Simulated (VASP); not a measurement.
The system is Pt.

```xyz
1
Lattice="0.0000 1.9609 1.9609 1.9609 0.0000 1.9609 1.9609 1.9609 0.0000" Properties=species:S:1:pos:R:3 pbc="T T T"
Pt    0.0000    0.0000    0.0000
```

```yaml
Program: VASP 6.6.1
Task: relaxation of cell and atoms
Functional: SCAN
Potentials_or_basis: VASP PAW PBE potentials, release 64 (Pt)
Cutoff: 650 eV
k_mesh: 16 × 16 × 16
Occupations: methfessel-paxton, width 0.05 eV
Spin: no spin polarisation
```

At the start: pressure -5.5 GPa; volume 15.08 Å³/atom.

Question: How do energy, volume and symmetry change on relaxing?

Answer: Over 11 steps the energy falls by 4.9 meV/atom and the volume is 14.79 Å³/atom (-1.9 %); space group Fm-3m (No. 225, to 0.1 Å) before and after.

The path:
| step | energy change (eV) | largest force (eV/Å) | pressure (GPa) | volume (Å³) |
| --- | --- | --- | --- | --- |
| 1 | 0.0000 | 0.0000 | -5.48 | 15.08 |
| 2 | 0.0410 | 0.0000 | 19.30 | 13.98 |
| 3 | -0.0050 | 0.0000 | -0.13 | 14.80 |
| 4 | -0.0050 | 0.0000 | -0.03 | 14.79 |
| 5 | -0.0050 | 0.0000 | 0.09 | 14.79 |
| 6 | -0.0050 | 0.0000 | -0.16 | 14.80 |
| 7 | -0.0050 | 0.0000 | -0.02 | 14.79 |
| 8 | -0.0050 | 0.0000 | 0.05 | 14.79 |
| 9 | -0.0050 | 0.0000 | -0.01 | 14.79 |
| 10 | -0.0049 | 0.0000 | 0.01 | 14.79 |
| 11 | -0.0049 | 0.0000 | 0.01 | 14.79 |

Final structure:
```
Pt
1.0
     0.00000    1.94827    1.94827
     1.94827    0.00000    1.94827
     1.94827    1.94827    0.00000
Pt
1
Direct
  0.00000 0.00000 0.00000
```

Caveat: the PAW data sets were made with another functional, which shifts forces and pressure a little.
